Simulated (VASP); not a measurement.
# Sn31C32 (a cell with a defect) in VASP: further runs

Runs on Sn31C32 (a cell with a defect). Level: PBEsol. Tasks: single point.

Program: VASP 6.6.1. These are calculated values, not measurements. Logs are shortened: lines on timing, memory, paths and dates and some standing lists are left out, and cuts for length are marked.

## (1) The cell of the first run

The cell holds a defect, 63 atoms: a = 10.068 Å, b = 10.068 Å, c = 10.068 Å, α = 90.00°, β = 90.00°, γ = 90.00°.

## (2) Single point, PBEsol

INCAR

```
SYSTEM = Sn31C32
PREC = Accurate
ENCUT = 520
EDIFF = 1E-6
ISMEAR = -1
SIGMA = 0.05
LREAL = Auto
LASPH = .True.
NELM = 120
ALGO = Normal
ISIF = 2
LWAVE = .False.
LCHARG = .True.
GGA = PS
LELF = .True.
LVHAR = .True.
NBANDS = 318
NELECT = 566.0
ISYM = 0
GGA_COMPAT = .False.
NCORE = 4
```

KPOINTS

```
Automatic mesh
0
Gamma
  1 1 1
  0.25 0.25 0.25
```

POSCAR

```
Sn31C32
1.0
   10.0679620000      0.0000000000      0.0000000000
    0.0000000000     10.0679620000      0.0000000000
    0.0000000000      0.0000000000     10.0679620000
Sn C
31 32
Direct
    0.9998390000      0.9997150000      0.9999280000
    0.9997800000      0.9992070000      0.5003110000
    0.9997080000      0.5001580000      0.9996320000
    0.9998410000      0.4995040000      0.4998200000
    0.5003050000      0.9994200000      0.9996820000
    0.4998740000      0.9996540000      0.4998300000
    0.4998680000      0.4994970000      0.9998850000
    0.2510560000      0.2507550000      0.9995960000
    0.2551610000      0.2548710000      0.5039390000
    0.2504070000      0.7490720000      0.0008250000
    0.2541260000      0.7454540000      0.4965390000
    0.7493910000      0.2501430000      0.0009210000
    0.7456830000      0.2538130000      0.4964460000
    0.7489540000      0.7486060000      0.9983290000
    0.7444180000      0.7441330000      0.5025210000
    0.2510710000      0.9993720000      0.2508870000
    0.2504580000      0.0007040000      0.7492410000
    0.2550940000      0.5037410000      0.2552390000
    0.2541520000      0.4962650000      0.7456930000
    0.7493310000      0.0006750000      0.2505170000
    0.7488360000      0.9979460000      0.7490000000
    0.7456420000      0.4962730000      0.2540940000
    0.7444750000      0.5021960000      0.7443640000
    0.9995400000      0.2507230000      0.2509730000
    0.0009710000      0.2502550000      0.7493270000
    0.0008550000      0.7489970000      0.2504740000
    0.9983150000      0.7486450000      0.7489100000
    0.5039000000      0.2549050000      0.2551750000
    0.4965390000      0.2538010000      0.7456900000
    0.4964730000      0.7454640000      0.2541380000
    0.5025390000      0.7441130000      0.7444020000
    0.1251640000      0.1249550000      0.1251570000
    0.1239680000      0.1238070000      0.6237930000
    0.1240010000      0.6236080000      0.1240070000
    0.1249730000      0.6248770000      0.6251510000
    0.6237960000      0.1237020000      0.1240030000
    0.6251940000      0.1246730000      0.6252330000
    0.6251240000      0.6249540000      0.1250430000
    0.6260160000      0.6256060000      0.6258900000
    0.3748160000      0.3746960000      0.1258830000
    0.3730570000      0.3727780000      0.6282440000
    0.3758160000      0.8759210000      0.1238550000
    0.3740970000      0.8744920000      0.6250500000
    0.8762800000      0.3756880000      0.1238550000
    0.8747290000      0.3737750000      0.6251150000
    0.8743860000      0.8741200000      0.1245270000
    0.8745540000      0.8742720000      0.6232360000
    0.3748660000      0.1255140000      0.3749460000
    0.3758940000      0.1236460000      0.8761630000
    0.3730900000      0.6279260000      0.3731800000
    0.3740810000      0.6248170000      0.8747050000
    0.8763230000      0.1236000000      0.3759090000
    0.8744490000      0.1242720000      0.8742300000
    0.8746520000      0.6247780000      0.3741050000
    0.8746530000      0.6228500000      0.8745350000
    0.1257690000      0.3745860000      0.3749120000
    0.1239640000      0.3756340000      0.8762520000
    0.1240740000      0.8759050000      0.3756060000
    0.1244590000      0.8742390000      0.8743800000
    0.6282940000      0.3727680000      0.3728910000
    0.6251960000      0.3737830000      0.8746630000
    0.6251390000      0.8744550000      0.3741270000
    0.6230740000      0.8742630000      0.8747320000
```

Potentials or basis: VASP PAW PBE potentials, release 64 (Sn_d, C).

Run with:

```bash
> cat potpaw_PBE.64/Sn_d/POTCAR potpaw_PBE.64/C/POTCAR > POTCAR
> mpirun -np 4 vasp_std > vasp.out
```

OUTCAR:

```text
SYSTEM = Sn31C32
   PREC = Accurate
   ENCUT = 520
   EDIFF = 1E-6
   ISMEAR = -1
   LREAL = Auto
   LASPH = .True.
   NELM = 120
   ISIF = 2
   GGA = PS
   NELECT = 566.0
   ISYM = 0

 ion  position               nearest neighbor table
   1  1.000  1.000  1.000-  59 2.18  53 2.18  46 2.18  32 2.18  12 3.57  20 3.57  25 3.57  10 3.57
                            26 3.57  17 3.57  21 3.57  14 3.57  24 3.57  27 3.57  16 3.58   8 3.58
   2  1.000  0.999  0.500-  52 2.16  33 2.16  58 2.16  47 2.17  27 3.55  17 3.56  21 3.56  26 3.56
                            25 3.56  20 3.56  16 3.56  24 3.57  11 3.62  13 3.62  15 3.63   9 3.64
   3  1.000  0.500  1.000-  34 2.16  44 2.16  57 2.16  55 2.17  14 3.55  27 3.55  10 3.56  26 3.56
                            25 3.56  12 3.56   8 3.56  24 3.57  19 3.62  22 3.62  23 3.63  18 3.64
   4  1.000  0.500  0.500-  56 2.18  35 2.18  45 2.19  54 2.19  24 3.54  27 3.55  25 3.55  26 3.55
                            13 3.56  18 3.56  22 3.56  23 3.56   9 3.56  15 3.56  19 3.56  11 3.56
   5  0.500  0.999  1.000-  36 2.16  49 2.16  42 2.16  63 2.17  21 3.55  14 3.56  12 3.56  20 3.56
                            10 3.56  17 3.56  16 3.56   8 3.56  29 3.62  30 3.62  31 3.64  28 3.64
   6  0.500  1.000  0.500-  37 2.18  48 2.18  43 2.19  62 2.19  16 3.54  21 3.55  20 3.55  17 3.55
                            30 3.56  11 3.56  28 3.56  13 3.56   9 3.56  29 3.56  15 3.56  31 3.56
   7  0.500  0.499  1.000-  40 2.18  38 2.18  61 2.19  51 2.19   8 3.54  14 3.55  12 3.55  10 3.55
                            29 3.56  19 3.56  28 3.56  22 3.56  31 3.56  23 3.56  18 3.56  30 3.56
   8  0.251  0.251  1.000-  40 2.17  57 2.18  49 2.18  32 2.19   7 3.54  29 3.56  19 3.56  25 3.56
                            17 3.56   5 3.56   3 3.56   1 3.58  16 3.58  24 3.58  28 3.62  18 3.62
   9  0.255  0.255  0.504-  41 2.09  48 2.20  56 2.20  33 2.22  29 3.44  19 3.44  28 3.54  18 3.54
[... 63 lines left out ...]
  50  0.373  0.628  0.373-  11 2.09  30 2.09  18 2.09
  51  0.374  0.625  0.875-  10 2.17   7 2.19  19 2.20  31 2.20
  52  0.876  0.124  0.376-   2 2.16  24 2.18  20 2.18  13 2.22
  53  0.874  0.124  0.874-   1 2.18  21 2.19  25 2.19  12 2.20
  54  0.875  0.625  0.374-  26 2.17   4 2.19  22 2.20  15 2.20
  55  0.875  0.623  0.875-   3 2.17  27 2.18  14 2.18  23 2.22
  56  0.126  0.375  0.375-  24 2.17   4 2.18   9 2.20  18 2.20
  57  0.124  0.376  0.876-   3 2.16  25 2.18   8 2.18  19 2.22
  58  0.124  0.876  0.376-   2 2.16  16 2.18  26 2.18  11 2.22
  59  0.124  0.874  0.874-   1 2.18  27 2.19  10 2.19  17 2.19
  60  0.628  0.373  0.373-  22 2.09  13 2.09  28 2.09
  61  0.625  0.374  0.875-  12 2.17   7 2.19  29 2.20  23 2.20
  62  0.625  0.874  0.374-  20 2.17   6 2.19  30 2.20  15 2.20
  63  0.623  0.874  0.875-   5 2.17  14 2.18  21 2.18  31 2.22

IMPORTANT INFORMATION: All symmetrisations will be switched off!
NOSYMM: (Re-)initialisation of all symmetry stuff for point group C_1.

----------------------------------------------------------------------------------------

                                     Primitive cell

  volume of cell :    1020.5275

  direct lattice vectors                    reciprocal lattice vectors
    10.067962000  0.000000000  0.000000000     0.099324968  0.000000000  0.000000000
     0.000000000 10.067962000  0.000000000     0.000000000  0.099324968  0.000000000
     0.000000000  0.000000000 10.067962000     0.000000000  0.000000000  0.099324968

  length of vectors
    10.067962000 10.067962000 10.067962000     0.099324968  0.099324968  0.099324968

  position of ions in fractional coordinates (direct lattice)
     0.999839000  0.999715000  0.999928000
     0.999780000  0.999207000  0.500311000
     0.999708000  0.500158000  0.999632000
     0.999841000  0.499504000  0.499820000
     0.500305000  0.999420000  0.999682000
     0.499874000  0.999654000  0.499830000
[... 55 lines left out ...]
     0.625139000  0.874455000  0.374127000
     0.623074000  0.874263000  0.874732000

  ion indices of the primitive-cell ions
   primitive index   ion index
                 1           1
                 2           2
                 3           3
                 4           4
                 5           5
                 6           6
[... 55 lines left out ...]
                62          62
                63          63

----------------------------------------------------------------------------------------

 KPOINTS: Automatic mesh

Automatic generation of k-mesh.
 Grid dimensions read from file:
 generate k-points for:    1    1    1

 Generating k-lattice:

  Cartesian coordinates                     Fractional coordinates (reciprocal lattice)
     0.099324968  0.000000000  0.000000000     1.000000000  0.000000000  0.000000000
     0.000000000  0.099324968  0.000000000     0.000000000  1.000000000  0.000000000
     0.000000000  0.000000000  0.099324968     0.000000000  0.000000000  1.000000000

  Length of vectors
     0.099324968  0.099324968  0.099324968

  Shift w.r.t. Gamma in fractional coordinates (k-lattice)
     0.250000000  0.250000000  0.250000000

 Subroutine IBZKPT returns following result:
 ===========================================

 Found      4 irreducible k-points:

 Following reciprocal coordinates:
            Coordinates               Weight
  0.250000  0.250000  0.250000      2.000000
 -0.250000  0.250000  0.250000      2.000000
 -0.250000 -0.250000  0.250000      2.000000
  0.250000 -0.250000  0.250000      2.000000
   k-points           NKPTS =      4   k-points in BZ     NKDIM =      4   number of bands    NBANDS=    318
   number of dos      NEDOS =    301   number of ions     NIONS =     63
   total plane-waves  NPLWV = 512000
   dimension x,y,z NGX =    80 NGY =   80 NGZ =   80
   dimension x,y,z NGXF=   160 NGYF=  160 NGZF=  160
   ions per type =              31  32
   NGX,Y,Z   is equivalent  to a cutoff of  13.21, 13.21, 13.21 a.u.
   NGXF,Y,Z  is equivalent  to a cutoff of  26.42, 26.42, 26.42 a.u.
 SYSTEM =  Sn31C32
   PREC   = accura    normal or accurate (medium, high low for compatibility)
   ISTART =      0    job   : 0-new  1-cont  2-samecut
   ICHARG =      2    charge: 1-file 2-atom 10-const
   ISPIN  =      1    spin polarized calculation?
   LNONCOLLINEAR =      F non collinear calculations
   LSORBIT =      F    spin-orbit coupling
   LASPH  =      T    aspherical Exc in radial PAW
   ENCUT  =  520.0 eV  38.22 Ry    6.18 a.u.  18.72 18.72 18.72*2*pi/ulx,y,z
   NELM   =    120;   NELMIN=  2; NELMDL= -5     # of ELM steps
   EDIFF  = 0.1E-05   stopping-criterion for ELM
   LREAL  =      T    real-space projection
   EDIFFG = 0.1E-04   stopping-criterion for IOM
   NSW    =      0    number of steps for IOM
   IBRION =     -1    ionic relax: 0-MD 1-quasi-New 2-CG
   NFREE  =      0    steps in history (QN), initial steepest desc. (CG)
   ISIF   =      2    stress and relaxation
   ISYM   =      0    0-nonsym 1-usesym 2-fastsym
   POTIM  = 0.5000    time-step for ionic-motion
   TEBEG  =    0.0;   TEEND  =   0.0 temperature during run
   PSTRESS=    0.0 pullay stress
   NELECT =     566.0000    total number of electrons
   NUPDOWN=      -1.0000    fix difference up-down
   EMIN   =  10.00;   EMAX   =-10.00  energy-range for DOS
   EFERMI =   0.00;   METHOD = LEGACY
   ISMEAR =    -1;   SIGMA  =   0.05  broadening in eV -4-tet -1-fermi 0-gaus
   EFERMI_NEDOS =   21; number of points for ismear=-14 and -15
   IALGO  =     38    algorithm
   IMIX   =      4    mixing-type and parameters
     AMIX     =   0.40;   BMIX     =  1.00
     AMIX_MAG =   1.60;   BMIX_MAG =  1.00
  volume/ion in A,a.u.               =      16.20       109.32
  Fermi-wavevector in a.u.,A,eV,Ry     =   1.345051  2.541778 24.615145  1.809162
  Thomas-Fermi vector in A             =   2.472995
   LORBIT       =      0    0 simple, 1 ext, 2 COOP (PROOUT), +10 PAW based schemes
   GGA     = PS    functional components
   LHFCALC =     F    Hartree Fock is set to
   AEXX    =    0.0000 exact exchange contribution
   IVDW    =     0    specifies the selected vdW correction
   LEPSILON=     F    determine dielectric tensor
   LRPA    =     F    only Hartree local field effects (RPA)
 non-spin polarized calculation
  energy-cutoff  :      520.00
  volume of cell :     1020.53
 maximum number of plane-waves:     27460
 NGX is ok and might be reduce to    80
   NGX = 37   NGY = 37   NGZ = 37

 number of electron     566.0000136 magnetization

 Free energy of the ion-electron system (eV)
  ---------------------------------------------------
  ext. energy  EPLUGINS =         0.00000000
  ---------------------------------------------------
  free energy    TOTEN  =      -352.06148409 eV

  energy without entropy =     -352.06136353  energy(sigma->0) =     -352.06142381

 E-fermi :   8.9168     XC(G=0): -10.9808

 val. band max:        8.3947896601   @ k =  -0.2500   0.2500   0.2500
 cond. band min:       9.4608133892   @ k =  -0.2500   0.2500   0.2500
 fundamental gap:      1.0660237291
 Fermi energy:         8.9167984842

 k-point     1 :       0.2500    0.2500    0.2500
  band No.  band energies     occupation
      1     -13.7263      2.00000
      2     -13.7262      2.00000
      3     -13.7253      2.00000
      4     -13.6477      2.00000
      5     -13.6322      2.00000
      6     -13.6299      2.00000
[... 1181 lines left out ...]
    294      10.5595      0.00000
    295      10.6341      0.00000
 [bands above 295 left out]

------------------------ aborting loop because EDIFF is reached ----------------------------------------

  FORCE on cell =-STRESS in cart. coord.  units (eV):
  Direction    XX          YY          ZZ          XY          YZ          ZX
  --------------------------------------------------------------------------------------
  -------------------------------------------------------------------------------------
  Total       47.9459949     47.9517581     47.9469015     -0.0131100     -0.0344750     -0.0466132
  in kB       75.2728247     75.2818727     75.2742480     -0.0205820     -0.0541241     -0.0731804
  external PRESSURE =      75.2763151 kB  Pullay stress =       0.0000000 kB

 VOLUME and BASIS-vectors are now :
 -----------------------------------------------------------------------------
  energy-cutoff  :      520.00
  volume of cell :     1020.53
      direct lattice vectors                 reciprocal lattice vectors
    10.067962000  0.000000000  0.000000000     0.099324968  0.000000000  0.000000000
     0.000000000 10.067962000  0.000000000     0.000000000  0.099324968  0.000000000
     0.000000000  0.000000000 10.067962000     0.000000000  0.000000000  0.099324968

 POSITION                                       TOTAL-FORCE (eV/Angst)
 -----------------------------------------------------------------------------------
     10.06634     10.06509     10.06724         0.002121     -0.007690     -0.010393
     10.06575     10.05998      5.03711        -0.020687      0.001926     -0.023633
     10.06502      5.03557     10.06426        -0.009855     -0.036217     -0.008840
     10.06636      5.02899      5.03217        -0.007431      0.015315      0.009247
      5.03705     10.06212     10.06476        -0.025760     -0.020509     -0.018152
      5.03271     10.06448      5.03227         0.002416     -0.014446      0.007255
[... 55 lines left out ...]
      6.29388      8.80398      3.76670        -0.001926      0.000459      0.022601
      6.27309      8.80205      8.80677         0.024249      0.070259      0.057855
 -----------------------------------------------------------------------------------
    total drift:                                0.022743     -0.021715     -0.004888

  FREE ENERGIE OF THE ION-ELECTRON SYSTEM (eV)
  ---------------------------------------------------
  free  energy   TOTEN  =      -352.0614840921 eV

  energy  without entropy=     -352.0613635340  energy(sigma->0) =     -352.06142381
```

Wall time 7.9 min (4 MPI ranks of AMD EPYC 7R13 (Zen 3), shared host); peak memory 0.46 GiB.

What came out:

```yaml
Free_energy: -352.0615 eV
Largest_force: 0.103 eV/Å
```

Forces in eV/Å, atoms in the order of the input:
```
Sn   0.002 -0.008 -0.010
Sn  -0.021  0.002 -0.024
Sn  -0.010 -0.036 -0.009
Sn  -0.007  0.015  0.009
Sn  -0.026 -0.021 -0.018
Sn   0.002 -0.014  0.007
Sn   0.004  0.018 -0.011
Sn  -0.021 -0.017 -0.012
Sn  -0.023 -0.013 -0.031
Sn   0.003  0.011 -0.018
Sn  -0.008 -0.016  0.014
Sn   0.008  0.007 -0.026
Sn  -0.008 -0.010  0.025
Sn  -0.026 -0.028  0.003
Sn  -0.001 -0.006  0.002
Sn  -0.018 -0.013 -0.014
Sn  -0.002 -0.024  0.018
Sn  -0.014 -0.036 -0.022
Sn  -0.011  0.014 -0.012
Sn   0.010 -0.025 -0.005
Sn  -0.014  0.007 -0.028
Sn   0.000  0.020 -0.017
Sn  -0.004  0.006 -0.002
Sn  -0.004 -0.013 -0.015
Sn  -0.023 -0.001  0.006
Sn  -0.017  0.012 -0.002
Sn   0.005 -0.026 -0.020
Sn  -0.035 -0.022 -0.025
Sn   0.015 -0.001 -0.015
Sn   0.017 -0.015 -0.003
Sn   0.003 -0.010 -0.008
C    0.012  0.006  0.009
C    0.028  0.016  0.007
C    0.024  0.008  0.023
C    0.011 -0.001  0.000
C    0.014  0.033  0.028
C    0.000  0.012 -0.009
C    0.002 -0.008  0.005
C    0.005  0.024  0.026
C    0.012  0.001  0.003
C   -0.026 -0.032 -0.046
C    0.004 -0.019  0.010
C    0.028 -0.003  0.009
C   -0.030 -0.005  0.014
C    0.001  0.032 -0.007
C    0.008  0.012  0.026
C    0.072  0.073  0.003
C    0.011  0.010 -0.002
C   -0.006  0.013 -0.017
C   -0.021 -0.047 -0.032
C    0.030  0.001  0.004
C   -0.033  0.011 -0.006
C    0.003  0.021  0.028
C    0.008  0.005  0.025
C    0.062  0.024  0.074
C    0.008  0.008  0.003
C    0.008  0.000 -0.026
C   -0.007 -0.018  0.025
C    0.028  0.003  0.007
C   -0.045 -0.039 -0.011
C   -0.007  0.032  0.011
C   -0.002  0.000  0.023
C    0.024  0.070  0.058
```

Levels at points of the mesh, in eV from the Fermi level:
| k point | band 279 | band 280 | band 281 | band 282 | band 283 | band 284 | band 285 | band 286 | band 287 | band 288 |
| --- | --- | --- | --- | --- | --- | --- | --- | --- | --- | --- |
| (0.25, 0.25, 0.25) | -1.61 | -1.61 | -0.94 | -0.54 | -0.53 | 0.55 | 0.57 | 0.57 | 0.59 | 1.01 |

Caveat: the cell carries a net charge on a neutralising background, which shifts energy and pressure; the cell is charged against a uniform background, so pressure and absolute levels hang on convention; the PAW data sets were made with another functional, which shifts forces and pressure a little; spin-orbit coupling is left out, which moves the levels of the heavy elements.

## (3) Single point, PBEsol

Changes to INCAR since step 2:

```diff
@@ -18,4 +18,3 @@
 NELECT = 566.0
-ISYM = 0
+ISYM = -1
 GGA_COMPAT = .False.
-NCORE = 4
```

KPOINTS

```
explicit points
1
Reciprocal
  0.25000000   0.25000000   0.25000000 1
```

POSCAR is that of step 2.

Potentials or basis: VASP PAW PBE potentials, release 64 (Sn_d, C).

Run with:

```bash
> cat potpaw_PBE.64/Sn_d/POTCAR potpaw_PBE.64/C/POTCAR > POTCAR
> mpirun -np 1 vasp_std > vasp.out
```

It took 8.9 min on 1 thread of Intel Xeon 6975P-C (Granite Rapids), shared host; peak memory 1 GiB.

It converged, with:

| Property | Result |
| --- | --- |
| Free energy | -352.0607 eV |
| Largest force | 0.030 eV/Å |

Forces on the atoms (eV/Å):
```
Sn   0.009 -0.001 -0.004
Sn  -0.002  0.020  0.004
Sn   0.009 -0.009  0.010
Sn   0.007  0.011  0.005
Sn   0.002 -0.002  0.000
Sn  -0.002  0.000  0.003
Sn   0.000  0.013  0.004
Sn  -0.007 -0.003  0.009
Sn  -0.009  0.001 -0.020
Sn  -0.003  0.006 -0.008
Sn  -0.011 -0.003  0.012
Sn   0.003  0.001 -0.016
Sn   0.005 -0.013  0.023
Sn  -0.007 -0.009  0.003
Sn   0.006  0.001 -0.013
Sn  -0.004  0.008  0.000
Sn  -0.009 -0.014  0.013
Sn   0.000 -0.025 -0.008
Sn  -0.014  0.012  0.000
Sn   0.004 -0.015 -0.011
Sn   0.005  0.007 -0.009
Sn   0.013  0.018 -0.020
Sn   0.003 -0.009  0.005
Sn   0.017  0.001 -0.001
Sn  -0.013 -0.007  0.001
Sn  -0.007  0.006 -0.009
Sn   0.006 -0.007 -0.001
Sn  -0.024 -0.009 -0.011
Sn   0.012 -0.003 -0.002
Sn   0.015 -0.002 -0.006
Sn  -0.012 -0.003 -0.001
C    0.005 -0.002  0.001
C    0.001 -0.012  0.007
C   -0.003  0.008 -0.004
C    0.010 -0.010 -0.009
C    0.014  0.005  0.000
C   -0.010  0.012 -0.018
C   -0.007 -0.017  0.005
C   -0.008  0.012  0.014
C    0.018  0.006 -0.007
C    0.006 -0.001  0.015
C    0.000  0.001  0.000
C    0.010 -0.011 -0.001
C   -0.011 -0.008  0.005
C   -0.006  0.014 -0.017
C   -0.007 -0.003  0.009
C    0.008  0.008 -0.012
C    0.016 -0.001  0.003
C   -0.009  0.003  0.003
C    0.011  0.013 -0.001
C    0.012 -0.009 -0.004
C   -0.013  0.002 -0.009
C   -0.012  0.004  0.013
C    0.000 -0.005  0.007
C   -0.003  0.010  0.009
C   -0.002  0.013  0.008
C   -0.002 -0.003 -0.006
C   -0.017  0.002  0.022
C    0.011 -0.011 -0.007
C    0.015 -0.008  0.020
C   -0.017  0.014  0.003
C   -0.012 -0.007  0.005
C    0.010  0.006 -0.007
```

Levels at points of the mesh, in eV from the Fermi level:
```tsv
k point	band 279	band 280	band 281	band 282	band 283	band 284	band 285	band 286	band 287	band 288
(0.25, 0.25, 0.25)	-1.61	-1.61	-0.98	-0.53	-0.52	0.54	0.56	0.56	0.58	1.00
```

Caveat: the cell carries a net charge on a neutralising background, which shifts energy and pressure; the cell is charged against a uniform background, so pressure and absolute levels hang on convention; the PAW data sets were made with another functional, which shifts forces and pressure a little; spin-orbit coupling is left out, which moves the levels of the heavy elements.
